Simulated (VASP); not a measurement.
Here is a VASP 6.6.1 calculation.

The input INCAR:

```
ALGO     = Normal         # electronic algorithm
EDIFF    = 1E-7           # SCF threshold, eV
ENCUT    = 520            # plane-wave cutoff, eV
GGA      = PE             # functional
ISIF     = 2              # what is computed and relaxed
ISMEAR   = 0              # smearing method
LASPH    = True           # aspherical terms in the spheres
LCHARG   = False          # write CHGCAR
LREAL    = False          # projectors in reciprocal space
LWAVE    = False          # write WAVECAR
NBANDS   = 27             # bands
NELM     = 100            # most SCF steps
PREC     = Accurate       # precision mode
SIGMA    = 0.1            # smearing width, eV
```

Contents of KPOINTS:

```
k-points
0
Gamma
  10 10 10
```

The input POSCAR:

```
Tl2Pb
1.0
    0.0000000000      3.7946742932      3.7946742932
    3.7946742932      0.0000000000      3.7946742932
    3.7946742932      3.7946742932      0.0000000000
Tl Pb
2 1
Direct
    0.2500000000      0.2500000000      0.2500000000
    0.7500000000      0.7500000000      0.7500000000
    0.0000000000      0.0000000000      0.0000000000
```

Potentials or basis: VASP PAW PBE potentials, release 64 (Tl_d, Pb_d).

Launch:

```sh
$ cat potpaw_PBE.64/Tl_d/POTCAR potpaw_PBE.64/Pb_d/POTCAR > POTCAR
$ mpirun -np 1 vasp_std > vasp.out
```

(1) Predict the band gap on the k mesh.

(2) Predict the pressure.

Answers

(1) zero (band 20 reaches 5.09 eV, above the bottom of band 21 at 4.54 eV).

(2) -0.1 GPa.

Caveat: spin-orbit coupling is left out, which moves the levels of the heavy elements.
